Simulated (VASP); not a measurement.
# TePb (Pm-3m) in VASP: notebook

The runs below take TePb through single point, relaxation of cell and atoms, with PBEsol.

Everything below comes from runs of VASP 6.6.1. Logs are shortened: lines on timing, memory, paths and dates and some standing lists are left out, and cuts for length are marked.

**1. The cell of the first run**

The structure is cubic, space group Pm-3m (No. 221). The conventional cell has a = 3.907 Å, b = 3.907 Å, c = 3.907 Å, α = 90.00°, β = 90.00°, γ = 90.00°. Within 4.4 Å of Te (site symmetry m-3m) lie 8 Pb at 3.38 Å and 6 Te at 3.91 Å. Within 4.4 Å of Pb (site symmetry m-3m) lie 8 Te at 3.38 Å and 6 Pb at 3.91 Å.

**2. Single point, PBEsol**

INCAR

```
SYSTEM = TePb
ALGO     = Normal         ! electronic algorithm
EDIFF    = 1E-6           ! SCF threshold, eV
ENCUT    = 520            ! plane-wave cutoff, eV
GGA      = PS             ! functional
ISIF     = 2              ! what is computed and relaxed
ISMEAR   = -1             ! smearing method
LASPH    = .True.         ! aspherical terms in the spheres
LCHARG   = .False.        ! write CHGCAR
LREAL    = .False.        ! projectors in reciprocal space
LWAVE    = .False.        ! write WAVECAR
NBANDS   = 17             ! bands
NELM     = 60             ! most SCF steps
PREC     = Accurate       ! precision mode
SIGMA    = 0.05           ! smearing width, eV
```

KPOINTS

```
k-points
0
Gamma
  10 10 10
  0 0 0
```

POSCAR

```
TePb
1.0
    3.9072401056      0.0000000000      0.0000000000
    0.0000000000      3.9072401056      0.0000000000
    0.0000000000      0.0000000000      3.9072401056
Te Pb
1 1
Direct
    0.5000000000      0.5000000000      0.5000000000
    0.0000000000      0.0000000000      0.0000000000
```

Potentials or basis: VASP PAW PBE potentials, release 64 (Te, Pb_d).

Started as:

```bash
> cat potpaw_PBE.64/Te/POTCAR potpaw_PBE.64/Pb_d/POTCAR > POTCAR
> mpirun -np 1 vasp_std > vasp.out
```

OUTCAR:

```text
SYSTEM = TePb
   EDIFF = 1E-6
   ENCUT = 520
   GGA = PS
   ISIF = 2
   ISMEAR = -1
   LASPH = .True.
   LREAL = .False.
   NELM = 60
   PREC = Accurate

 ion  position               nearest neighbor table
   1  0.500  0.500  0.500-   2 3.38   2 3.38   2 3.38   2 3.38   2 3.38   2 3.38   2 3.38   2 3.38

   2  0.000  0.000  0.000-   1 3.38   1 3.38   1 3.38   1 3.38   1 3.38   1 3.38   1 3.38   1 3.38

  LATTYP: Found a simple cubic cell.
 ALAT       =     3.9072401056

  Lattice vectors:

 A1 = (   3.9072401056,   0.0000000000,   0.0000000000)
 A2 = (   0.0000000000,   3.9072401056,   0.0000000000)
 A3 = (   0.0000000000,   0.0000000000,   3.9072401056)

Analysis of symmetry for initial positions (statically):
=====================================================================
 Subroutine PRICEL returns:
 Original cell was already a primitive cell.

 Routine SETGRP: Setting up the symmetry group for a
 simple cubic supercell.

 Subroutine GETGRP returns: Found 48 space group operations
 (whereof 48 operations were pure point group operations)
 out of a pool of 48 trial point group operations.

The static configuration has the point symmetry O_h .

Analysis of symmetry for dynamics (positions and initial velocities):
=====================================================================
 Subroutine PRICEL returns:
 Original cell was already a primitive cell.

 Routine SETGRP: Setting up the symmetry group for a
 simple cubic supercell.

 Subroutine GETGRP returns: Found 48 space group operations
 (whereof 48 operations were pure point group operations)
 out of a pool of 48 trial point group operations.

The dynamic configuration has the point symmetry O_h .

 Subroutine INISYM returns: Found 48 space group operations
 (whereof 48 operations are pure point group operations),
 and found     1 'primitive' translations

----------------------------------------------------------------------------------------

                                     Primitive cell

  volume of cell :      59.6500

  direct lattice vectors                    reciprocal lattice vectors
     3.907240106  0.000000000  0.000000000     0.255935129  0.000000000  0.000000000
     0.000000000  3.907240106  0.000000000     0.000000000  0.255935129  0.000000000
     0.000000000  0.000000000  3.907240106     0.000000000  0.000000000  0.255935129

  length of vectors
     3.907240106  3.907240106  3.907240106     0.255935129  0.255935129  0.255935129

  position of ions in fractional coordinates (direct lattice)
     0.500000000  0.500000000  0.500000000
     0.000000000  0.000000000  0.000000000

  ion indices of the primitive-cell ions
   primitive index   ion index
                 1           1
                 2           2

----------------------------------------------------------------------------------------

 KPOINTS: k-points

Automatic generation of k-mesh.
 Grid dimensions read from file:
 generate k-points for:   10   10   10

 Generating k-lattice:

  Cartesian coordinates                     Fractional coordinates (reciprocal lattice)
     0.025593513  0.000000000  0.000000000     0.100000000  0.000000000  0.000000000
     0.000000000  0.025593513  0.000000000     0.000000000  0.100000000  0.000000000
     0.000000000  0.000000000  0.025593513     0.000000000  0.000000000  0.100000000

  Length of vectors
     0.025593513  0.025593513  0.025593513

  Shift w.r.t. Gamma in fractional coordinates (k-lattice)
     0.000000000  0.000000000  0.000000000

 Subroutine IBZKPT returns following result:
 ===========================================

 Found     56 irreducible k-points:

 Following reciprocal coordinates:
            Coordinates               Weight
  0.000000  0.000000  0.000000      1.000000
  0.100000  0.000000  0.000000      6.000000
  0.200000  0.000000  0.000000      6.000000
  0.300000  0.000000  0.000000      6.000000
  0.400000  0.000000  0.000000      6.000000
  0.500000  0.000000  0.000000      3.000000
[... 16 lines left out ...]
  0.200000  0.100000  0.100000     24.000000
  0.300000  0.100000  0.100000     24.000000
 [... further k-points ...]
   k-points           NKPTS =     56   k-points in BZ     NKDIM =     56   number of bands    NBANDS=     17
   number of dos      NEDOS =    301   number of ions     NIONS =      2
   total plane-waves  NPLWV =  27000
   dimension x,y,z NGX =    30 NGY =   30 NGZ =   30
   dimension x,y,z NGXF=    60 NGYF=   60 NGZF=   60
   ions per type =               1   1
   NGX,Y,Z   is equivalent  to a cutoff of  12.76, 12.76, 12.76 a.u.
   NGXF,Y,Z  is equivalent  to a cutoff of  25.53, 25.53, 25.53 a.u.
 SYSTEM =  TePb
   PREC   = accura    normal or accurate (medium, high low for compatibility)
   ISTART =      0    job   : 0-new  1-cont  2-samecut
   ICHARG =      2    charge: 1-file 2-atom 10-const
   ISPIN  =      1    spin polarized calculation?
   LNONCOLLINEAR =      F non collinear calculations
   LSORBIT =      F    spin-orbit coupling
   LASPH  =      T    aspherical Exc in radial PAW
   ENCUT  =  520.0 eV  38.22 Ry    6.18 a.u.   7.26  7.26  7.26*2*pi/ulx,y,z
   NELM   =     60;   NELMIN=  2; NELMDL= -5     # of ELM steps
   EDIFF  = 0.1E-05   stopping-criterion for ELM
   LREAL  =      F    real-space projection
   EDIFFG = 0.1E-04   stopping-criterion for IOM
   NSW    =      0    number of steps for IOM
   IBRION =     -1    ionic relax: 0-MD 1-quasi-New 2-CG
   NFREE  =      0    steps in history (QN), initial steepest desc. (CG)
   ISIF   =      2    stress and relaxation
   ISYM   =      2    0-nonsym 1-usesym 2-fastsym
   POTIM  = 0.5000    time-step for ionic-motion
   TEBEG  =    0.0;   TEEND  =   0.0 temperature during run
   PSTRESS=    0.0 pullay stress
   NELECT =      20.0000    total number of electrons
   NUPDOWN=      -1.0000    fix difference up-down
   EMIN   =  10.00;   EMAX   =-10.00  energy-range for DOS
   EFERMI =   0.00;   METHOD = LEGACY
   ISMEAR =    -1;   SIGMA  =   0.05  broadening in eV -4-tet -1-fermi 0-gaus
   EFERMI_NEDOS =   21; number of points for ismear=-14 and -15
   IALGO  =     38    algorithm
   IMIX   =      4    mixing-type and parameters
     AMIX     =   0.40;   BMIX     =  1.00
     AMIX_MAG =   1.60;   BMIX_MAG =  1.00
  volume/ion in A,a.u.               =      29.82       201.27
  Fermi-wavevector in a.u.,A,eV,Ry     =   1.137317  2.149217 17.598988  1.293489
  Thomas-Fermi vector in A             =   2.274022
   LORBIT       =      0    0 simple, 1 ext, 2 COOP (PROOUT), +10 PAW based schemes
   GGA     = PS    functional components
   LHFCALC =     F    Hartree Fock is set to
   AEXX    =    0.0000 exact exchange contribution
   IVDW    =     0    specifies the selected vdW correction
   LEPSILON=     F    determine dielectric tensor
   LRPA    =     F    only Hartree local field effects (RPA)
 non-spin polarized calculation
  energy-cutoff  :      520.00
  volume of cell :       59.65
 maximum number of plane-waves:      1640
 NGX is ok and might be reduce to    30
   NGX = 15   NGY = 15   NGZ = 15

 number of electron      19.9999993 magnetization

 Free energy of the ion-electron system (eV)
  ---------------------------------------------------
  ext. energy  EPLUGINS =         0.00000000
  ---------------------------------------------------
  free energy    TOTEN  =        -7.88343129 eV

  energy without entropy =       -7.87264936  energy(sigma->0) =       -7.87804032

 E-fermi :   6.9746     XC(G=0): -10.1671

 val. band max:        6.9512005148   @ k =   0.4000   0.4000   0.3000
 cond. band min:       6.9768516359   @ k =   0.3000   0.1000   0.1000
 fundamental gap:      0.0256511212
 Fermi energy:         6.9745799436

 k-point     1 :       0.0000    0.0000    0.0000
  band No.  band energies     occupation
      1      -9.9457      2.00000
      2      -9.9457      2.00000
      3      -9.8412      2.00000
      4      -9.8412      2.00000
      5      -9.8412      2.00000
      6      -5.6129      2.00000
[... 9 lines left out ...]
     16      17.9057      0.00000
     17      18.4132      0.00000

 k-point     2 :       0.1000    0.0000    0.0000
  band No.  band energies     occupation
      1      -9.9453      2.00000
      2      -9.9372      2.00000
      3      -9.8445      2.00000
      4      -9.8445      2.00000
      5      -9.8409      2.00000
      6      -5.5252      2.00000
[... 9 lines left out ...]
     16      17.7484      0.00000
     17      17.7902      0.00000

 k-point     3 :       0.2000    0.0000    0.0000
  band No.  band energies     occupation
      1      -9.9440      2.00000
      2      -9.9146      2.00000
      3      -9.8533      2.00000
      4      -9.8533      2.00000
      5      -9.8403      2.00000
      6      -5.2672      2.00000
[... 9 lines left out ...]
     16      16.4078      0.00000
     17      17.6493      0.00000

 k-point     4 :       0.3000    0.0000    0.0000
  band No.  band energies     occupation
      1      -9.9424      2.00000
      2      -9.8868      2.00000
      3      -9.8641      2.00000
      4      -9.8641      2.00000
      5      -9.8396      2.00000
      6      -4.8601      2.00000
[... 9 lines left out ...]
     16      15.2309      0.00000
     17      17.9895      0.00000
[... 343 lines left out ...]
      1      -9.9320      2.00000
      2      -9.9320      2.00000
      3      -9.8492      2.00000
      4      -9.8472      2.00000
      5      -9.8472      2.00000
      6      -5.3507      2.00000
[... 9 lines left out ...]
     16      16.9703      0.00000
     17      16.9703      0.00000

 k-point    23 :       0.2000    0.1000    0.1000
  band No.  band energies     occupation
      1      -9.9308      2.00000
      2      -9.9092      2.00000
      3      -9.8586      2.00000
      4      -9.8563      2.00000
      5      -9.8468      2.00000
      6      -5.0951      2.00000
[... 9 lines left out ...]
     16      16.3669      0.00000
     17      16.7026      0.00000

 k-point    24 :       0.3000    0.1000    0.1000
  band No.  band energies     occupation
      1      -9.9292      2.00000
      2      -9.8810      2.00000
      3      -9.8706      2.00000
      4      -9.8674      2.00000
      5      -9.8457      2.00000
      6      -4.6945      2.00000
[... 9 lines left out ...]
     16      16.0123      0.00000
     17      16.0501      0.00000

 [... further k-points ...]
[... 5 lines left out ...]
  --------------------------------------------------------------------------------------
  -------------------------------------------------------------------------------------
  Total       -0.0183627     -0.0183627     -0.0183627     -0.0000000      0.0000000     -0.0000000
  in kB       -0.4932169     -0.4932169     -0.4932169     -0.0000000      0.0000000     -0.0000000
  external PRESSURE =      -0.4932169 kB  Pullay stress =       0.0000000 kB

 VOLUME and BASIS-vectors are now :
 -----------------------------------------------------------------------------
  energy-cutoff  :      520.00
  volume of cell :       59.65
      direct lattice vectors                 reciprocal lattice vectors
     3.907240106  0.000000000  0.000000000     0.255935129  0.000000000  0.000000000
     0.000000000  3.907240106  0.000000000     0.000000000  0.255935129  0.000000000
     0.000000000  0.000000000  3.907240106     0.000000000  0.000000000  0.255935129

 POSITION                                       TOTAL-FORCE (eV/Angst)
 -----------------------------------------------------------------------------------
      1.95362      1.95362      1.95362         0.000000      0.000000      0.000000
      0.00000      0.00000      0.00000         0.000000      0.000000      0.000000
 -----------------------------------------------------------------------------------
    total drift:                                0.000000     -0.000000     -0.000000

  FREE ENERGIE OF THE ION-ELECTRON SYSTEM (eV)
  ---------------------------------------------------
  free  energy   TOTEN  =        -7.8834312865 eV

  energy  without entropy=       -7.8726493591  energy(sigma->0) =       -7.87804032
```

It took 77 s on 1 thread of AMD EPYC 7R13, shared host; peak memory 0.18 GiB.

What came out:

```
Free energy            : -7.8834 eV
Pressure               : 0.0 GPa
Band gap on the k mesh : zero (band 10 reaches 7.31 eV, above the bottom of band 11 at 5.78 eV)
```

Caveat: the PAW data sets were made with another functional, which shifts forces and pressure a little; spin-orbit coupling is left out, which moves the levels of the heavy elements.

(Continued in part 2 of 2.)
